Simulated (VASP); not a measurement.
# SrVO3 (Pm-3m) in VASP: a series of runs, part 2 of 3

VASP 6.6.1.

**4. Single point, PBE, collinear spin, ferromagnetic start**

INCAR

```
SYSTEM = SrVO3
ALGO = Normal
EDIFF = 1E-6
ENCUT = 520
GGA = PE
ISIF = 2
ISMEAR = 0
ISPIN = 2
LASPH = .TRUE.
LCHARG = .FALSE.
LMAXMIX = 4
LORBIT = 11
LREAL = .FALSE.
LWAVE = .FALSE.
MAGMOM = 0 2 0 0 0
NBANDS = 32
NELM = 150
PREC = Accurate
SIGMA = 0.012
```

KPOINTS

```
k-points
0
G
  7 7 7
  0 0 0
```

POSCAR

```
SrVO3
1.0
    3.8409000000      0.0000000000      0.0000000000
    0.0000000000      3.8409000000      0.0000000000
    0.0000000000      0.0000000000      3.8409000000
Sr V O
1 1 3
Direct
    0.5000000000      0.5000000000      0.5000000000
    0.0000000000      0.0000000000      0.0000000000
    0.0000000000      0.0000000000      0.5000000000
    0.0000000000      0.5000000000      0.0000000000
    0.5000000000      0.0000000000      0.0000000000
```

Potentials or basis: VASP PAW PBE potentials, release 64 (Sr_sv, V_sv, O).

The run is started by

```sh
> cat potpaw_PBE.64/Sr_sv/POTCAR potpaw_PBE.64/V_sv/POTCAR potpaw_PBE.64/O/POTCAR > POTCAR
> mpirun -np 1 vasp_std > vasp.out
```

OUTCAR:

```text
SYSTEM = SrVO3
   EDIFF = 1E-6
   ENCUT = 520
   GGA = PE
   ISIF = 2
   ISMEAR = 0
   ISPIN = 2
   LASPH = .TRUE.
   LORBIT = 11
   LREAL = .FALSE.
   NELM = 150
   PREC = Accurate

 ion  position               nearest neighbor table
   1  0.500  0.500  0.500-   3 2.72   4 2.72   5 2.72   4 2.72   5 2.72   3 2.72   5 2.72   5 2.72
                             3 2.72   4 2.72   4 2.72   3 2.72   2 3.33   2 3.33   2 3.33   2 3.33
   2  0.000  0.000  0.000-   3 1.92   4 1.92   5 1.92   3 1.92   4 1.92   5 1.92   1 3.33   1 3.33
                             1 3.33   1 3.33   1 3.33   1 3.33   1 3.33   1 3.33
   3  0.000  0.000  0.500-   2 1.92   2 1.92   1 2.72   1 2.72   1 2.72   1 2.72
   4  0.000  0.500  0.000-   2 1.92   2 1.92   1 2.72   1 2.72   1 2.72   1 2.72
   5  0.500  0.000  0.000-   2 1.92   2 1.92   1 2.72   1 2.72   1 2.72   1 2.72

  LATTYP: Found a simple cubic cell.
 ALAT       =     3.8409000000

  Lattice vectors:

 A1 = (   3.8409000000,   0.0000000000,   0.0000000000)
 A2 = (   0.0000000000,   3.8409000000,   0.0000000000)
 A3 = (   0.0000000000,   0.0000000000,   3.8409000000)

Analysis of symmetry for initial positions (statically):
=====================================================================
 Subroutine PRICEL returns:
 Original cell was already a primitive cell.

 Routine SETGRP: Setting up the symmetry group for a
 simple cubic supercell.

 Subroutine GETGRP returns: Found 48 space group operations
 (whereof 48 operations were pure point group operations)
 out of a pool of 48 trial point group operations.

The static configuration has the point symmetry O_h .

Analysis of symmetry for dynamics (positions and initial velocities):
=====================================================================
 Subroutine PRICEL returns:
 Original cell was already a primitive cell.

 Routine SETGRP: Setting up the symmetry group for a
 simple cubic supercell.

 Subroutine GETGRP returns: Found 48 space group operations
 (whereof 48 operations were pure point group operations)
 out of a pool of 48 trial point group operations.

[... 172 lines left out ...]

 spin component 1

 k-point     1 :       0.0000    0.0000    0.0000
  band No.  band energies     occupation
      1     -59.5018      1.00000
      2     -33.3380      1.00000
      3     -33.3380      1.00000
      4     -33.3380      1.00000
      5     -28.2578      1.00000
      6     -13.4701      1.00000
[... 689 lines left out ...]
     31      15.3189      0.00000
     32      19.0821      0.00000
 Fermi energy:         6.2032734707

 spin component 2

 k-point     1 :       0.0000    0.0000    0.0000
  band No.  band energies     occupation
      1     -59.6066      1.00000
      2     -33.4410      1.00000
      3     -33.4410      1.00000
      4     -33.4410      1.00000
      5     -28.2578      1.00000
      6     -13.4713      1.00000
[... 689 lines left out ...]
     31      15.3143      0.00000
     32      19.0803      0.00000

------------------------ aborting loop because EDIFF is reached ----------------------------------------

  FORCE on cell =-STRESS in cart. coord.  units (eV):
  Direction    XX          YY          ZZ          XY          YZ          ZX
  --------------------------------------------------------------------------------------
  -------------------------------------------------------------------------------------
  Total        1.1406598      1.1406598      1.1406598     -0.0000000     -0.0000000      0.0000000
  in kB       32.2528232     32.2528232     32.2528232     -0.0000000     -0.0000000      0.0000000
  external PRESSURE =      32.2528232 kB  Pullay stress =       0.0000000 kB

 VOLUME and BASIS-vectors are now :
 -----------------------------------------------------------------------------
  energy-cutoff  :      520.00
  volume of cell :       56.66
      direct lattice vectors                 reciprocal lattice vectors
     3.840900000  0.000000000  0.000000000     0.260355646  0.000000000  0.000000000
     0.000000000  3.840900000  0.000000000     0.000000000  0.260355646  0.000000000
     0.000000000  0.000000000  3.840900000     0.000000000  0.000000000  0.260355646

 POSITION                                       TOTAL-FORCE (eV/Angst)
 -----------------------------------------------------------------------------------
      1.92045      1.92045      1.92045         0.000000      0.000000      0.000000
      0.00000      0.00000      0.00000         0.000000      0.000000      0.000000
      0.00000      0.00000      1.92045         0.000000      0.000000      0.000000
      0.00000      1.92045      0.00000         0.000000      0.000000      0.000000
      1.92045      0.00000      0.00000         0.000000      0.000000      0.000000
 -----------------------------------------------------------------------------------
    total drift:                               -0.000000     -0.000000      0.000000

  FREE ENERGIE OF THE ION-ELECTRON SYSTEM (eV)
  ---------------------------------------------------
  free  energy   TOTEN  =       -39.2855325603 eV

  energy  without entropy=      -39.2852139696  energy(sigma->0) =      -39.28537326

 total charge

# of ion       s       p       d       tot
------------------------------------------
    1        2.000   5.803   0.219   8.021
    2        2.285   6.349   2.957  11.591
    3        1.565   3.482   0.000   5.047
    4        1.565   3.482   0.000   5.047
    5        1.565   3.482   0.000   5.047
--------------------------------------------------
tot          8.979  22.599   3.176  34.753

 magnetization (x)

# of ion       s       p       d       tot
------------------------------------------
    1        0.000   0.000   0.000   0.000
    2       -0.001  -0.001  -0.098  -0.099
    3        0.000   0.002   0.000   0.002
    4        0.000   0.002   0.000   0.002
    5        0.000   0.002   0.000   0.002
--------------------------------------------------
tot         -0.000   0.004  -0.098  -0.094
```

OSZICAR:

```text
N       E                     dE             d eps       ncg     rms          rms(c)
DAV:   1     0.373584735684E+03    0.37358E+03   -0.21342E+04  2560   0.133E+03
DAV:   2    -0.262040232931E+02   -0.39979E+03   -0.38254E+03  3048   0.388E+02
DAV:   3    -0.486966891908E+02   -0.22493E+02   -0.22287E+02  3280   0.963E+01
DAV:   4    -0.493454794569E+02   -0.64879E+00   -0.64783E+00  3624   0.115E+01
DAV:   5    -0.493569227647E+02   -0.11443E-01   -0.11443E-01  3256   0.128E+00    0.393E+01
DAV:   6    -0.407129526090E+02    0.86440E+01   -0.44460E+01  2816   0.588E+01    0.177E+01
DAV:   7    -0.399622492010E+02    0.75070E+00   -0.18918E+01  2704   0.386E+01    0.178E+01
DAV:   8    -0.393108743420E+02    0.65137E+00   -0.16213E+00  2944   0.108E+01    0.685E+00
DAV:   9    -0.393385763658E+02   -0.27702E-01   -0.49610E-01  3080   0.553E+00    0.274E+00
DAV:  10    -0.392871613069E+02    0.51415E-01   -0.14203E-01  2864   0.344E+00    0.644E-01
DAV:  11    -0.392856494506E+02    0.15119E-02   -0.10192E-02  3168   0.721E-01    0.291E-01
DAV:  12    -0.392855382461E+02    0.11120E-03   -0.20823E-03  3048   0.270E-01    0.132E-01
DAV:  13    -0.392857031082E+02   -0.16486E-03   -0.95560E-04  3232   0.238E-01    0.150E-01
DAV:  14    -0.392855835777E+02    0.11953E-03   -0.15320E-04  2952   0.112E-01    0.784E-02
DAV:  15    -0.392855407620E+02    0.42816E-04   -0.70017E-05  3336   0.630E-02    0.353E-02
DAV:  16    -0.392855326800E+02    0.80820E-05   -0.24977E-05  3248   0.387E-02    0.779E-03
DAV:  17    -0.392855325603E+02    0.11967E-06   -0.16393E-06  2224   0.837E-03
   1 F= -.39285533E+02 E0= -.39285373E+02  d E =-.318591E-03  mag=    -0.1023
```

stdout:

```text
POSCAR found type information on POSCAR SrV O
 POSCAR found :  3 types and       5 ions
 scaLAPACK will be used
 LDA part: xc-table for (Slater+PW92), standard interpolation
 POSCAR, INCAR and KPOINTS ok, starting setup
 FFT: planning ... GRIDC
 FFT: planning ... GRID_SOFT
 FFT: planning ... GRID
 WAVECAR not read
 entering main loop
```

It took 2.2 min on 1 thread of Oxide Virtual Turin-like, shared host; peak memory 0.19 GiB.

What came out:

```yaml
Free_energy: -39.2855 eV
Pressure: 3.2 GPa
Net_moment: -0.10 μB per cell
Site_moments: Sr +0.00; V -0.10; O +0.00 μB
Valence_electrons_inside_the_program's_atomic_spheres: Sr 8.02; V 11.59; O 5.05
```

Caveat: semilocal functionals often make such compounds metallic where correlation or magnetic order opens a gap, which also shifts bond lengths. With open d or f shells a metallic result of PBE can be an artefact of self-interaction; +U or a hybrid may open a gap.

**5. Single point, BLYP, collinear spin, ferromagnetic start**

This run uses another cell than the first one, of 11.85 Å³/atom, 1.045 times its volume.

INCAR

```
SYSTEM = SrVO3
  PREC = Accurate
  ENCUT = 520
  EDIFF = 1E-7
  ISMEAR = -1
  SIGMA = 0.05
  LREAL = .False.
  LASPH = .True.
  NELM = 150
  ALGO = Normal
  ISIF = 2
  LWAVE = .False.
  LCHARG = .True.
  ISPIN = 2
  MAGMOM = 0 2 0 0 0
  LORBIT = 11
  LMAXMIX = 4
  GGA = B5
  ALDAX = 1.0
  AGGAX = 1.0
  AGGAC = 1.0
  ALDAC = 0.0
  LELF = .True.
  LVHAR = .True.
  NBANDS = 32
```

KPOINTS

```
regular mesh
0
Gamma
  7 7 7
  0 0 0
```

POSCAR: that of step 4 with these lines changed.

```diff
@@ -2,5 +2,5 @@
 1.0
-    3.8409000000      0.0000000000      0.0000000000
-    0.0000000000      3.8409000000      0.0000000000
-    0.0000000000      0.0000000000      3.8409000000
+    3.8981116573      0.0000000000      0.0000000000
+    0.0000000000      3.8981116573      0.0000000000
+    0.0000000000      0.0000000000      3.8981116573
 Sr V O
```

The run is started by

```sh
> cat potpaw_PBE.64/Sr_sv/POTCAR potpaw_PBE.64/V_sv/POTCAR potpaw_PBE.64/O/POTCAR > POTCAR
> mpirun -np 1 vasp_std > vasp.out
```

Run time: 3.3 min. Hardware: 1 thread of Oxide Virtual Turin-like, shared host; peak memory 0.19 GiB.

It converged, with:

| Quantity | Value |
| --- | --- |
| Free energy | -37.4056 eV |
| Pressure | 0.8 GPa |
| Net moment | 0.00 μB per cell |
| Valence electrons inside the program's atomic spheres | Sr 8.01; V 11.48; O 5.03 |

Levels at points of the mesh, in eV from the Fermi level:
Spin up:
```tsv
k point	band 18	band 19	band 20	band 21	band 22	band 23
(0.00, 0.00, 0.00)	-2.23	-2.23	-2.23	-0.78	-0.78	-0.78
```
Spin down:
| k point | band 18 | band 19 | band 20 | band 21 | band 22 | band 23 |
| --- | --- | --- | --- | --- | --- | --- |
| (0.00, 0.00, 0.00) | -2.23 | -2.23 | -2.23 | -0.79 | -0.79 | -0.79 |

Caveat: the PAW data sets were made with another functional, which shifts forces and pressure a little; semilocal functionals often make such compounds metallic where correlation or magnetic order opens a gap, which also shifts bond lengths.

[end of part 2 of 3]
